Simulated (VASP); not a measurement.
# CsPbCl3 in VASP: notebook

Runs on CsPbCl3. Level: PBE. Tasks: single point.

All numbers are computed with VASP 6.6.1; they aren't measurements. Logs are shortened: lines on timing, memory, paths and dates and some standing lists are left out, and cuts for length are marked.

### Step 1. The cell of the first run

The cell holds a slab with vacuum, 5 atoms: a = 5.605 Å, b = 5.605 Å, c = 7.605 Å, α = 90.00°, β = 90.00°, γ = 90.00°.

### Step 2. Single point, PBE

Input file INCAR:

```
PREC     = Accurate       # precision mode
ENCUT    = 520            # plane-wave cutoff, eV
EDIFF    = 1E-6           # SCF threshold, eV
ISMEAR   = 1              # smearing method
SIGMA    = 0.1            # smearing width, eV
LREAL    = False          # projectors in reciprocal space
LASPH    = True           # aspherical terms in the spheres
NELM     = 60             # most SCF steps
ALGO     = Normal         # electronic algorithm
ISIF     = 2              # what is computed and relaxed
LWAVE    = False          # write WAVECAR
LCHARG   = False          # write CHGCAR
GGA      = PE             # functional
NBANDS   = 30             # bands
```

Input file KPOINTS:

```
regular mesh
0
Gamma
  3 3 3
```

Input file POSCAR:

```
CsPbCl3
1.0
    5.6050000000      0.0000000000      0.0000000000
    0.0000000000      5.6050000000      0.0000000000
    0.0000000000      0.0000000000      7.6050000000
Cs Pb Cl
1 1 3
Direct
    0.0000000000      0.0000000000      0.0000000000
    0.5000000000      0.5000000000      0.3685075608
    0.5000000000      0.5000000000      0.0000000000
    0.0000000000      0.5000000000      0.3685075608
    0.5000000000      0.0000000000      0.3685075608
```

Potentials or basis: VASP PAW PBE potentials, release 64 (Cs_sv, Pb_d, Cl).

On the command line:

```bash
cat potpaw_PBE.64/Cs_sv/POTCAR potpaw_PBE.64/Pb_d/POTCAR potpaw_PBE.64/Cl/POTCAR > POTCAR
mpirun -np 1 vasp_std > vasp.out
```

OUTCAR:

```text
PREC = Accurate
   ENCUT = 520
   EDIFF = 1E-6
   ISMEAR = 1
   LREAL = False
   LASPH = True
   NELM = 60
   ISIF = 2
   GGA = PE

 ion  position               nearest neighbor table
   1  0.000  0.000  0.000-
   2  0.500  0.500  0.369-   3 2.80   4 2.80   5 2.80   5 2.80   4 2.80
   3  0.500  0.500  0.000-   2 2.80
   4  0.000  0.500  0.369-   2 2.80   2 2.80
   5  0.500  0.000  0.369-   2 2.80   2 2.80

  LATTYP: Found a simple tetragonal cell.
 ALAT       =     5.6050000000
 C/A-ratio  =     1.3568242640

  Lattice vectors:

 A1 = (   5.6050000000,   0.0000000000,   0.0000000000)
 A2 = (   0.0000000000,   5.6050000000,   0.0000000000)
 A3 = (   0.0000000000,   0.0000000000,   7.6050000000)

Analysis of symmetry for initial positions (statically):
=====================================================================
 Subroutine PRICEL returns:
 Original cell was already a primitive cell.

 Routine SETGRP: Setting up the symmetry group for a
 simple tetragonal supercell.

 Subroutine GETGRP returns: Found  8 space group operations
 (whereof  8 operations were pure point group operations)
 out of a pool of 16 trial point group operations.

The static configuration has the point symmetry C_4v.

Analysis of symmetry for dynamics (positions and initial velocities):
=====================================================================
 Subroutine PRICEL returns:
 Original cell was already a primitive cell.

 Routine SETGRP: Setting up the symmetry group for a
 simple tetragonal supercell.

 Subroutine GETGRP returns: Found  8 space group operations
 (whereof  8 operations were pure point group operations)
 out of a pool of 16 trial point group operations.

The dynamic configuration has the point symmetry C_4v.

 Subroutine INISYM returns: Found  8 space group operations
 (whereof  8 operations are pure point group operations),
 and found     1 'primitive' translations

----------------------------------------------------------------------------------------

                                     Primitive cell

  volume of cell :     238.9189

  direct lattice vectors                    reciprocal lattice vectors
     5.605000000  0.000000000  0.000000000     0.178412132  0.000000000  0.000000000
     0.000000000  5.605000000  0.000000000     0.000000000  0.178412132  0.000000000
     0.000000000  0.000000000  7.605000000     0.000000000  0.000000000  0.131492439

  length of vectors
     5.605000000  5.605000000  7.605000000     0.178412132  0.178412132  0.131492439

  position of ions in fractional coordinates (direct lattice)
     0.000000000  0.000000000  0.000000000
     0.500000000  0.500000000  0.368507561
     0.500000000  0.500000000  0.000000000
     0.000000000  0.500000000  0.368507561
     0.500000000  0.000000000  0.368507561

  ion indices of the primitive-cell ions
   primitive index   ion index
                 1           1
                 2           2
                 3           3
                 4           4
                 5           5

----------------------------------------------------------------------------------------

 KPOINTS: regular mesh

Automatic generation of k-mesh.
 Grid dimensions read from file:
 generate k-points for:    3    3    3

 Generating k-lattice:

  Cartesian coordinates                     Fractional coordinates (reciprocal lattice)
     0.059470711  0.000000000  0.000000000     0.333333333  0.000000000  0.000000000
     0.000000000  0.059470711  0.000000000     0.000000000  0.333333333  0.000000000
     0.000000000  0.000000000  0.043830813     0.000000000  0.000000000  0.333333333

  Length of vectors
     0.059470711  0.059470711  0.043830813

  Shift w.r.t. Gamma in fractional coordinates (k-lattice)
     0.000000000  0.000000000  0.000000000

 Subroutine IBZKPT returns following result:
 ===========================================

 Found      6 irreducible k-points:

 Following reciprocal coordinates:
            Coordinates               Weight
  0.000000  0.000000  0.000000      1.000000
  0.333333  0.000000  0.000000      4.000000
  0.333333  0.333333  0.000000      4.000000
  0.000000  0.000000  0.333333      2.000000
  0.333333  0.000000  0.333333      8.000000
  0.333333  0.333333  0.333333      8.000000
   k-points           NKPTS =      6   k-points in BZ     NKDIM =      6   number of bands    NBANDS=     30
   number of dos      NEDOS =    301   number of ions     NIONS =      5
   total plane-waves  NPLWV = 105840
   dimension x,y,z NGX =    42 NGY =   42 NGZ =   60
   dimension x,y,z NGXF=    84 NGYF=   84 NGZF=  120
   ions per type =               1   1   3
   NGX,Y,Z   is equivalent  to a cutoff of  12.46, 12.46, 13.12 a.u.
   NGXF,Y,Z  is equivalent  to a cutoff of  24.91, 24.91, 26.23 a.u.
 SYSTEM =  unknown system
   PREC   = accura    normal or accurate (medium, high low for compatibility)
   ISTART =      0    job   : 0-new  1-cont  2-samecut
   ICHARG =      2    charge: 1-file 2-atom 10-const
   ISPIN  =      1    spin polarized calculation?
   LNONCOLLINEAR =      F non collinear calculations
   LSORBIT =      F    spin-orbit coupling
   LASPH  =      T    aspherical Exc in radial PAW
   ENCUT  =  520.0 eV  38.22 Ry    6.18 a.u.  10.42 10.42 14.14*2*pi/ulx,y,z
   NELM   =     60;   NELMIN=  2; NELMDL= -5     # of ELM steps
   EDIFF  = 0.1E-05   stopping-criterion for ELM
   LREAL  =      F    real-space projection
   EDIFFG = 0.1E-04   stopping-criterion for IOM
   NSW    =      0    number of steps for IOM
   IBRION =     -1    ionic relax: 0-MD 1-quasi-New 2-CG
   NFREE  =      0    steps in history (QN), initial steepest desc. (CG)
   ISIF   =      2    stress and relaxation
   ISYM   =      2    0-nonsym 1-usesym 2-fastsym
   POTIM  = 0.5000    time-step for ionic-motion
   TEBEG  =    0.0;   TEEND  =   0.0 temperature during run
   PSTRESS=    0.0 pullay stress
   NELECT =      44.0000    total number of electrons
   NUPDOWN=      -1.0000    fix difference up-down
   EMIN   =  10.00;   EMAX   =-10.00  energy-range for DOS
   EFERMI =   0.00;   METHOD = LEGACY
   ISMEAR =     1;   SIGMA  =   0.10  broadening in eV -4-tet -1-fermi 0-gaus
   EFERMI_NEDOS =   21; number of points for ismear=-14 and -15
   IALGO  =     38    algorithm
   IMIX   =      4    mixing-type and parameters
     AMIX     =   0.40;   BMIX     =  1.00
     AMIX_MAG =   1.60;   BMIX_MAG =  1.00
  volume/ion in A,a.u.               =      47.78       322.46
  Fermi-wavevector in a.u.,A,eV,Ry     =   0.931413  1.760115 11.803462  0.867530
  Thomas-Fermi vector in A             =   2.057904
   LORBIT       =      0    0 simple, 1 ext, 2 COOP (PROOUT), +10 PAW based schemes
   GGA     = PE    functional components
   LHFCALC =     F    Hartree Fock is set to
   AEXX    =    0.0000 exact exchange contribution
   IVDW    =     0    specifies the selected vdW correction
   LEPSILON=     F    determine dielectric tensor
   LRPA    =     F    only Hartree local field effects (RPA)
 non-spin polarized calculation
 Methfessel and Paxton  Order N= 1 SIGMA  =   0.10
  energy-cutoff  :      520.00
  volume of cell :      238.92
 maximum number of plane-waves:      6448
 NGX is ok and might be reduce to    42
   NGX = 21   NGY = 21   NGZ = 29

 number of electron      44.0000005 magnetization

 Free energy of the ion-electron system (eV)
  ---------------------------------------------------
  ext. energy  EPLUGINS =         0.00000000
  ---------------------------------------------------
  free energy    TOTEN  =       -17.23443448 eV

  energy without entropy =      -17.23716730  energy(sigma->0) =      -17.23534542

 E-fermi :  -1.2679     XC(G=0):  -6.4406

 val. band max:       -1.3450906577   @ k =   0.3333   0.3333   0.3333
 cond. band min:       2.4367172983   @ k =   0.3333   0.3333   0.3333
 fundamental gap:      3.7818079560
 Fermi energy:        -1.2679222837

 k-point     1 :       0.0000    0.0000    0.0000
  band No.  band energies     occupation
      1     -21.5117      2.00000
      2     -16.7517      2.00000
      3     -16.7164      2.00000
      4     -16.5807      2.00000
      5     -16.5807      2.00000
      6     -16.5335      2.00000
[... 22 lines left out ...]
     29       5.6485      0.00000
     30       6.0815      0.00000

 k-point     2 :       0.3333    0.0000    0.0000
  band No.  band energies     occupation
      1     -21.5104      2.00000
      2     -16.7308      2.00000
      3     -16.6640      2.00000
      4     -16.5817      2.00000
      5     -16.5807      2.00000
      6     -16.5345      2.00000
[... 22 lines left out ...]
     29       5.7611      0.00000
     30       5.8995      0.00000

 k-point     3 :       0.3333    0.3333    0.0000
  band No.  band energies     occupation
      1     -21.5093      2.00000
      2     -16.6755      2.00000
      3     -16.6421      2.00000
      4     -16.5817      2.00000
      5     -16.5817      2.00000
      6     -16.5355      2.00000
[... 22 lines left out ...]
     29       5.6863      0.00000
     30       6.0393      0.00000

 k-point     4 :       0.0000    0.0000    0.3333
  band No.  band energies     occupation
      1     -21.5117      2.00000
      2     -16.7517      2.00000
      3     -16.7161      2.00000
      4     -16.5807      2.00000
      5     -16.5807      2.00000
      6     -16.5335      2.00000
[... 22 lines left out ...]
     29       5.6812      0.00000
     30       5.8205      0.00000

 k-point     5 :       0.3333    0.0000    0.3333
  band No.  band energies     occupation
      1     -21.5104      2.00000
      2     -16.7306      2.00000
      3     -16.6637      2.00000
      4     -16.5817      2.00000
      5     -16.5807      2.00000
      6     -16.5345      2.00000
[... 22 lines left out ...]
     29       5.6133      0.00000
     30       5.9591      0.00000

 k-point     6 :       0.3333    0.3333    0.3333
  band No.  band energies     occupation
      1     -21.5093      2.00000
      2     -16.6751      2.00000
      3     -16.6421      2.00000
      4     -16.5817      2.00000
      5     -16.5817      2.00000
      6     -16.5355      2.00000
[... 22 lines left out ...]
     29       5.5476      0.00000
     30       6.0453      0.00000

------------------------ aborting loop because EDIFF is reached ----------------------------------------

  FORCE on cell =-STRESS in cart. coord.  units (eV):
  Direction    XX          YY          ZZ          XY          YZ          ZX
  --------------------------------------------------------------------------------------
  -------------------------------------------------------------------------------------
  Total        0.4061307      0.4061307     -2.1168836      0.0000000     -0.0000000      0.0000000
  in kB        2.7234914      2.7234914    -14.1957094      0.0000000     -0.0000000      0.0000000
  external PRESSURE =      -2.9162422 kB  Pullay stress =       0.0000000 kB

 VOLUME and BASIS-vectors are now :
 -----------------------------------------------------------------------------
  energy-cutoff  :      520.00
  volume of cell :      238.92
      direct lattice vectors                 reciprocal lattice vectors
     5.605000000  0.000000000  0.000000000     0.178412132  0.000000000  0.000000000
     0.000000000  5.605000000  0.000000000     0.000000000  0.178412132  0.000000000
     0.000000000  0.000000000  7.605000000     0.000000000  0.000000000  0.131492439

 POSITION                                       TOTAL-FORCE (eV/Angst)
 -----------------------------------------------------------------------------------
      0.00000      0.00000      0.00000         0.000000      0.000000      0.238866
      2.80250      2.80250      2.80250         0.000000     -0.000000     -0.346020
      2.80250      2.80250      0.00000         0.000000      0.000000      0.226068
      0.00000      2.80250      2.80250        -0.000000      0.000000     -0.059457
      2.80250      0.00000      2.80250         0.000000      0.000000     -0.059457
 -----------------------------------------------------------------------------------
    total drift:                                0.000000      0.000000      0.000362

  FREE ENERGIE OF THE ION-ELECTRON SYSTEM (eV)
  ---------------------------------------------------
  free  energy   TOTEN  =       -17.2344344820 eV

  energy  without entropy=      -17.2371673009  energy(sigma->0) =      -17.23534542
```

Run time: 72 s. Hardware: 1 thread of Intel Xeon Platinum 8175M at 2.50GHz (Skylake/Cascade Lake), shared host; peak memory 0.32 GiB.

What came out:

```
Free energy            : -17.2344 eV
Largest force          : 0.346 eV/Å
Band gap on the k mesh : 3.78 eV, direct
```

Forces on the atoms (eV/Å):
```
Cs   0.000  0.000  0.239
Pb   0.000  0.000 -0.346
Cl   0.000  0.000  0.226
Cl   0.000  0.000 -0.059
Cl   0.000  0.000 -0.059
```

Levels at points of the mesh, in eV from the valence-band top:
| k point | band 20 | band 21 | band 22 | band 23 | band 24 | band 25 |
| --- | --- | --- | --- | --- | --- | --- |
| (0.00, 0.00, 0.00) | -0.83 | -0.83 | -0.76 | 4.34 | 5.08 | 5.77 |

Caveat: spin-orbit coupling is left out, which moves the levels of the heavy elements.

### Step 3. Single point, PBE

This run uses another cell than the first one, of 54.07 Å³/atom, 1.131 times its volume.

Input file INCAR:

```
SYSTEM = CsPbCl3
PREC     = Accurate       ! precision mode
ENCUT    = 520            ! plane-wave cutoff, eV
EDIFF    = 1E-6           ! SCF threshold, eV
ISMEAR   = 1              ! smearing method
SIGMA    = 0.1            ! smearing width, eV
LREAL    = .FALSE.        ! projectors in reciprocal space
LASPH    = .TRUE.         ! aspherical terms in the spheres
NELM     = 80             ! most SCF steps
ALGO     = Normal         ! electronic algorithm
ISIF     = 2              ! what is computed and relaxed
LWAVE    = .FALSE.        ! write WAVECAR
LCHARG   = .FALSE.        ! write CHGCAR
GGA      = PE             ! functional
NBANDS   = 30             ! bands
```

Input file KPOINTS:

```
regular mesh
0
G
  3 3 3
  0 0 0
```

Input file POSCAR:

```
CsPbCl3
1.0
    5.6050000000      0.0000000000      0.0000000000
    0.0000000000      5.6050000000      0.0000000000
    0.0000000000      0.0000000000      8.6050000000
Cs Pb Cl
1 1 3
Direct
    0.0000000000      0.0000000000      0.0000000000
    0.5000000000      0.5000000000      0.3256827426
    0.5000000000      0.5000000000      0.0000000000
    0.0000000000      0.5000000000      0.3256827426
    0.5000000000      0.0000000000      0.3256827426
```

Potentials or basis: VASP PAW PBE potentials, release 64 (Cs_sv, Pb_d, Cl).

On the command line:

```bash
cat potpaw_PBE.64/Cs_sv/POTCAR potpaw_PBE.64/Pb_d/POTCAR potpaw_PBE.64/Cl/POTCAR > POTCAR
mpirun -np 1 vasp_std > vasp.out
```

It took 1.8 min on 1 thread of Intel Xeon Platinum 8175M at 2.50GHz (Skylake/Cascade Lake), shared host; peak memory 0.34 GiB.

Results (log left out):

```
Free energy            : -17.1694 eV
Largest force          : 0.345 eV/Å
Band gap on the k mesh : 3.82 eV, direct
```

Forces on the atoms (eV/Å):
```
Cs   0.000  0.000  0.323
Pb   0.000  0.000 -0.345
Cl   0.000  0.000  0.212
Cl   0.000  0.000 -0.095
Cl   0.000  0.000 -0.095
```

Levels at points of the mesh, in eV from the valence-band top:
| k point | band 19 | band 20 | band 21 | band 22 | band 23 | band 24 | band 25 | band 26 |
| --- | --- | --- | --- | --- | --- | --- | --- | --- |
| (0.00, 0.00, 0.00) | -0.92 | -0.81 | -0.81 | -0.77 | 4.20 | 4.77 | 5.73 | 6.10 |

Caveat: spin-orbit coupling is left out, which moves the levels of the heavy elements.
